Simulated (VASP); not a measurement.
# Zr (P6_3/mmc) in VASP: a series of runs

The runs below take Zr through single point, relaxation of cell and atoms, with LDA.

Program: VASP 6.6.1. These are calculated values, not measurements. Logs are shortened: lines on timing, memory, paths and dates and some standing lists are left out, and cuts for length are marked.

**1. The cell of the first run**

It takes space group P6_3/mmc (No. 194, hexagonal). The conventional cell has a = 3.239 Å, b = 3.239 Å, c = 5.172 Å, α = 90.00°, β = 90.00°, γ = 120.00°. Zr (site symmetry -6m2) has 12 Zr at 3.19 to 3.24 Å within 4.2 Å.

**2. Single point, LDA**

Input file INCAR:

```
SYSTEM = Zr
PREC = Accurate
ENCUT = 520
EDIFF = 1E-6
ISMEAR = 0
SIGMA = 0.1
LREAL = .FALSE.
LASPH = .TRUE.
NELM = 60
ALGO = Normal
ISIF = 2
LWAVE = .FALSE.
LCHARG = .TRUE.
GGA = CA
LELF = .TRUE.
LVHAR = .TRUE.
NBANDS = 19
```

Input file KPOINTS:

```
Automatic mesh
0
G
  6 6 4
  0 0 0
```

Input file POSCAR:

```
Zr
1.0
    3.2392314100      0.0000000000      0.0000000000
   -1.6196157100      2.8052566900      0.0000000000
    0.0000000000      0.0000000000      5.1722200000
Zr
2
Direct
    0.3333333300      0.6666666700      0.2500000000
    0.6666666700      0.3333333300      0.7500000000
```

Potentials or basis: VASP PAW LDA potentials, release 64 (Zr_sv).

The run is started by

```
$ cat potpaw_LDA.64/Zr_sv/POTCAR > POTCAR
$ mpirun -np 1 vasp_std > vasp.out
```

OUTCAR:

```text
SYSTEM = Zr
   PREC = Accurate
   ENCUT = 520
   EDIFF = 1E-6
   ISMEAR = 0
   LREAL = .FALSE.
   LASPH = .TRUE.
   NELM = 60
   ISIF = 2
   GGA = CA

 ion  position               nearest neighbor table
   1  0.333  0.667  0.250-   2 3.19   2 3.19   2 3.19   2 3.19   2 3.19   2 3.19
   2  0.667  0.333  0.750-   1 3.19   1 3.19   1 3.19   1 3.19   1 3.19   1 3.19

  LATTYP: Found a hexagonal cell.
 ALAT       =     3.2392314100
 C/A-ratio  =     1.5967429755

  Lattice vectors:

 A1 = (   3.2392314100,   0.0000000000,   0.0000000000)
 A2 = (  -1.6196157100,   2.8052566900,   0.0000000000)
 A3 = (   0.0000000000,   0.0000000000,   5.1722200000)

Analysis of symmetry for initial positions (statically):
=====================================================================
 Subroutine PRICEL returns:
 Original cell was already a primitive cell.

 Routine SETGRP: Setting up the symmetry group for a
 hexagonal supercell.

 Subroutine GETGRP returns: Found 24 space group operations
 (whereof 12 operations were pure point group operations)
 out of a pool of 24 trial point group operations.

The static configuration has the point symmetry D_3d.
 The point group associated with its full space group is D_6h.

Analysis of symmetry for dynamics (positions and initial velocities):
=====================================================================
 Subroutine PRICEL returns:
 Original cell was already a primitive cell.

 Routine SETGRP: Setting up the symmetry group for a
 hexagonal supercell.

 Subroutine GETGRP returns: Found 24 space group operations
 (whereof 12 operations were pure point group operations)
 out of a pool of 24 trial point group operations.

The dynamic configuration has the point symmetry D_3d.
 The point group associated with its full space group is D_6h.

 Subroutine INISYM returns: Found 24 space group operations
 (whereof 12 operations are pure point group operations),
 and found     1 'primitive' translations

----------------------------------------------------------------------------------------

                                     Primitive cell

  volume of cell :      46.9993

  direct lattice vectors                    reciprocal lattice vectors
     3.239231410  0.000000000  0.000000000     0.308715208  0.178236809  0.000000000
    -1.619615710  2.805256690  0.000000000     0.000000000  0.356473617  0.000000000
     0.000000000  0.000000000  5.172220000     0.000000000  0.000000000  0.193340577

  length of vectors
     3.239231410  3.239231413  5.172220000     0.356473618  0.356473617  0.193340577

  position of ions in fractional coordinates (direct lattice)
     0.333333330  0.666666670  0.250000000
     0.666666670  0.333333330  0.750000000

  ion indices of the primitive-cell ions
   primitive index   ion index
                 1           1
                 2           2

----------------------------------------------------------------------------------------

 KPOINTS: Automatic mesh

Automatic generation of k-mesh.
 Grid dimensions read from file:
 generate k-points for:    6    6    4

 Generating k-lattice:

  Cartesian coordinates                     Fractional coordinates (reciprocal lattice)
     0.051452535  0.029706135  0.000000000     0.166666667 -0.000000000  0.000000000
     0.000000000  0.059412270  0.000000000     0.000000000  0.166666667  0.000000000
     0.000000000  0.000000000  0.048335144     0.000000000  0.000000000  0.250000000

  Length of vectors
     0.059412270  0.059412270  0.048335144

  Shift w.r.t. Gamma in fractional coordinates (k-lattice)
     0.000000000  0.000000000  0.000000000

 Subroutine IBZKPT returns following result:
 ===========================================

 Found     21 irreducible k-points:

 Following reciprocal coordinates:
            Coordinates               Weight
  0.000000  0.000000  0.000000      1.000000
  0.166667 -0.000000  0.000000      6.000000
  0.333333 -0.000000  0.000000      6.000000
  0.500000 -0.000000  0.000000      3.000000
  0.166667  0.166667  0.000000      6.000000
  0.333333  0.166667  0.000000     12.000000
[... 13 lines left out ...]
  0.333333  0.166667  0.500000     12.000000
  0.333333  0.333333  0.500000      2.000000
   k-points           NKPTS =     21   k-points in BZ     NKDIM =     21   number of bands    NBANDS=     19
   number of dos      NEDOS =    301   number of ions     NIONS =      2
   total plane-waves  NPLWV =  23040
   dimension x,y,z NGX =    24 NGY =   24 NGZ =   40
   dimension x,y,z NGXF=    48 NGYF=   48 NGZF=   80
   ions per type =               2
   NGX,Y,Z   is equivalent  to a cutoff of  12.32, 12.32, 12.86 a.u.
   NGXF,Y,Z  is equivalent  to a cutoff of  24.63, 24.63, 25.71 a.u.
 SYSTEM =  Zr
   PREC   = accura    normal or accurate (medium, high low for compatibility)
   ISTART =      0    job   : 0-new  1-cont  2-samecut
   ICHARG =      2    charge: 1-file 2-atom 10-const
   ISPIN  =      1    spin polarized calculation?
   LNONCOLLINEAR =      F non collinear calculations
   LSORBIT =      F    spin-orbit coupling
   LASPH  =      T    aspherical Exc in radial PAW
   ENCUT  =  520.0 eV  38.22 Ry    6.18 a.u.   6.02  6.02  9.62*2*pi/ulx,y,z
   NELM   =     60;   NELMIN=  2; NELMDL= -5     # of ELM steps
   EDIFF  = 0.1E-05   stopping-criterion for ELM
   LREAL  =      F    real-space projection
   EDIFFG = 0.1E-04   stopping-criterion for IOM
   NSW    =      0    number of steps for IOM
   IBRION =     -1    ionic relax: 0-MD 1-quasi-New 2-CG
   NFREE  =      0    steps in history (QN), initial steepest desc. (CG)
   ISIF   =      2    stress and relaxation
   ISYM   =      2    0-nonsym 1-usesym 2-fastsym
   POTIM  = 0.5000    time-step for ionic-motion
   TEBEG  =    0.0;   TEEND  =   0.0 temperature during run
   PSTRESS=    0.0 pullay stress
   NELECT =      24.0000    total number of electrons
   NUPDOWN=      -1.0000    fix difference up-down
   EMIN   =  10.00;   EMAX   =-10.00  energy-range for DOS
   EFERMI =   0.00;   METHOD = LEGACY
   ISMEAR =     0;   SIGMA  =   0.10  broadening in eV -4-tet -1-fermi 0-gaus
   EFERMI_NEDOS =   21; number of points for ismear=-14 and -15
   IALGO  =     38    algorithm
   IMIX   =      4    mixing-type and parameters
     AMIX     =   0.40;   BMIX     =  1.00
     AMIX_MAG =   1.60;   BMIX_MAG =  1.00
  volume/ion in A,a.u.               =      23.50       158.58
  Fermi-wavevector in a.u.,A,eV,Ry     =   1.308523  2.472750 23.296340  1.712233
  Thomas-Fermi vector in A             =   2.439184
   LORBIT       =      0    0 simple, 1 ext, 2 COOP (PROOUT), +10 PAW based schemes
   GGA     = CA    functional components
   LHFCALC =     F    Hartree Fock is set to
   AEXX    =    0.0000 exact exchange contribution
   IVDW    =     0    specifies the selected vdW correction
   LEPSILON=     F    determine dielectric tensor
   LRPA    =     F    only Hartree local field effects (RPA)
 non-spin polarized calculation
 Gauss-broadening in eV      SIGMA  =   0.10
  energy-cutoff  :      520.00
  volume of cell :       47.00
 maximum number of plane-waves:      1296
   NGX = 13   NGY = 13   NGZ = 19

 number of electron      24.0000001 magnetization

 Free energy of the ion-electron system (eV)
  ---------------------------------------------------
  ext. energy  EPLUGINS =         0.00000000
  ---------------------------------------------------
  free energy    TOTEN  =       -18.50757836 eV

  energy without entropy =      -18.49333810  energy(sigma->0) =      -18.50045823

 E-fermi :   8.7337     XC(G=0): -11.2520

 val. band max:        8.7214969317   @ k =   0.0000   0.0000   0.5000
 cond. band min:       8.7791423193   @ k =   0.3333   0.3333   0.2500
 fundamental gap:      0.0576453875
 Fermi energy:         8.7337123327

 k-point     1 :       0.0000    0.0000    0.0000
  band No.  band energies     occupation
      1     -39.8826      2.00000
      2     -39.7313      2.00000
      3     -18.5489      2.00000
      4     -17.6789      2.00000
      5     -17.6789      2.00000
      6     -17.5582      2.00000
[... 11 lines left out ...]
     18      10.7763      0.00000
     19      13.0524      0.00000

 k-point     2 :       0.1667   -0.0000    0.0000
  band No.  band energies     occupation
      1     -39.8530      2.00000
      2     -39.7194      2.00000
      3     -18.4680      2.00000
      4     -17.8527      2.00000
      5     -17.7344      2.00000
      6     -17.7172      2.00000
[... 11 lines left out ...]
     18      10.8587      0.00000
     19      13.4205      0.00000

 k-point     3 :       0.3333   -0.0000    0.0000
  band No.  band energies     occupation
      1     -39.7881      2.00000
      2     -39.7008      2.00000
      3     -18.2703      2.00000
      4     -18.1983      2.00000
      5     -18.0459      2.00000
      6     -17.8371      2.00000
[... 11 lines left out ...]
     18      12.5367      0.00000
     19      13.7943      0.00000

 k-point     4 :       0.5000   -0.0000    0.0000
  band No.  band energies     occupation
      1     -39.7481      2.00000
      2     -39.6986      2.00000
      3     -18.3687      2.00000
      4     -18.2004      2.00000
      5     -18.1225      2.00000
      6     -17.8858      2.00000
[... 11 lines left out ...]
     18      13.9279      0.00000
     19      14.7916      0.00000

 k-point     5 :       0.1667    0.1667    0.0000
  band No.  band energies     occupation
      1     -39.8054      2.00000
      2     -39.7044      2.00000
      3     -18.3270      2.00000
      4     -18.0351      2.00000
      5     -18.0202      2.00000
      6     -17.7882      2.00000
[... 11 lines left out ...]
     18      12.4035      0.00000
     19      13.5157      0.00000

 k-point     6 :       0.3333    0.1667    0.0000
  band No.  band energies     occupation
      1     -39.7484      2.00000
      2     -39.6983      2.00000
      3     -18.2796      2.00000
      4     -18.1417      2.00000
      5     -18.1257      2.00000
      6     -17.9464      2.00000
[... 11 lines left out ...]
     18      13.5400      0.00000
     19      14.5096      0.00000

 k-point     7 :       0.3333    0.3333    0.0000
  band No.  band energies     occupation
      1     -39.7128      2.00000
      2     -39.7128      2.00000
      3     -18.2369      2.00000
      4     -18.0862      2.00000
      5     -18.0862      2.00000
      6     -17.9513      2.00000
[... 11 lines left out ...]
     18      13.3007      0.00000
     19      14.9723      0.00000

 k-point     8 :       0.0000    0.0000    0.2500
  band No.  band energies     occupation
      1     -39.8608      2.00000
      2     -39.7538      2.00000
      3     -18.4119      2.00000
      4     -17.7123      2.00000
      5     -17.6588      2.00000
      6     -17.6588      2.00000
[... 190 lines left out ...]
 k-point    17 :       0.3333   -0.0000    0.5000
  band No.  band energies     occupation
      1     -39.7446      2.00000
      2     -39.7446      2.00000
      3     -18.3066      2.00000
      4     -18.3066      2.00000
      5     -17.7984      2.00000
      6     -17.7984      2.00000
[... 11 lines left out ...]
     18      12.8744      0.00000
     19      13.1876      0.00000

 k-point    18 :       0.5000   -0.0000    0.5000
  band No.  band energies     occupation
      1     -39.7233      2.00000
      2     -39.7233      2.00000
      3     -18.4406      2.00000
      4     -18.4406      2.00000
      5     -17.7978      2.00000
      6     -17.7978      2.00000
[... 11 lines left out ...]
     18      13.7856      0.00000
     19      13.8462      0.00000

 k-point    19 :       0.1667    0.1667    0.5000
  band No.  band energies     occupation
      1     -39.7552      2.00000
      2     -39.7552      2.00000
      3     -18.2230      2.00000
      4     -18.2230      2.00000
      5     -17.8160      2.00000
      6     -17.8160      2.00000
[... 11 lines left out ...]
     18      12.6932      0.00000
     19      13.2583      0.00000

 k-point    20 :       0.3333    0.1667    0.5000
  band No.  band energies     occupation
      1     -39.7233      2.00000
      2     -39.7233      2.00000
      3     -18.3661      2.00000
      4     -18.3661      2.00000
      5     -17.9231      2.00000
      6     -17.9231      2.00000
[... 11 lines left out ...]
     18      13.3696      0.00000
     19      14.6739      0.00000

 k-point    21 :       0.3333    0.3333    0.5000
  band No.  band energies     occupation
      1     -39.7127      2.00000
      2     -39.7127      2.00000
      3     -18.3139      2.00000
      4     -18.3139      2.00000
      5     -18.0822      2.00000
      6     -18.0822      2.00000
[... 11 lines left out ...]
     18      13.0271      0.00000
     19      16.6524      0.00000

------------------------ aborting loop because EDIFF is reached ----------------------------------------

  FORCE on cell =-STRESS in cart. coord.  units (eV):
  Direction    XX          YY          ZZ          XY          YZ          ZX
  --------------------------------------------------------------------------------------
  -------------------------------------------------------------------------------------
  Total       -2.1087635     -2.1087635     -1.9513924      0.0000000      0.0000000      0.0000000
  in kB      -71.8864263    -71.8864263    -66.5217434      0.0000001      0.0000000      0.0000000
  external PRESSURE =     -70.0981986 kB  Pullay stress =       0.0000000 kB

 VOLUME and BASIS-vectors are now :
 -----------------------------------------------------------------------------
  energy-cutoff  :      520.00
  volume of cell :       47.00
      direct lattice vectors                 reciprocal lattice vectors
     3.239231410  0.000000000  0.000000000     0.308715208  0.178236809  0.000000000
    -1.619615710  2.805256690  0.000000000     0.000000000  0.356473617  0.000000000
     0.000000000  0.000000000  5.172220000     0.000000000  0.000000000  0.193340577

 POSITION                                       TOTAL-FORCE (eV/Angst)
 -----------------------------------------------------------------------------------
     -0.00000      1.87017      1.29306        -0.000000      0.000000      0.000000
      1.61962      0.93509      3.87917         0.000000     -0.000000      0.000000
 -----------------------------------------------------------------------------------
    total drift:                               -0.000010      0.000006     -0.000000

  FREE ENERGIE OF THE ION-ELECTRON SYSTEM (eV)
  ---------------------------------------------------
  free  energy   TOTEN  =       -18.5075783644 eV

  energy  without entropy=      -18.4933380962  energy(sigma->0) =      -18.50045823
```

Wall time 7.9 s (1 thread of AMD EPYC 9R45 (Zen 5), shared host); peak memory 0.11 GiB.

Results:

| Quantity | Value |
| --- | --- |
| Free energy | -18.5076 eV |
| Pressure | -7.0 GPa |
| Band gap on the k mesh | zero (bands 12 and 13 overlap by 0.85 eV) |

Caveat: the k points lie up to 0.37 Å⁻¹ apart, too coarse for converged energies and pressures of a metal.

(Continued in part 2 of 2.)

The gap in the log of VASP goes by the Fermi energy; the results here count the filled bands.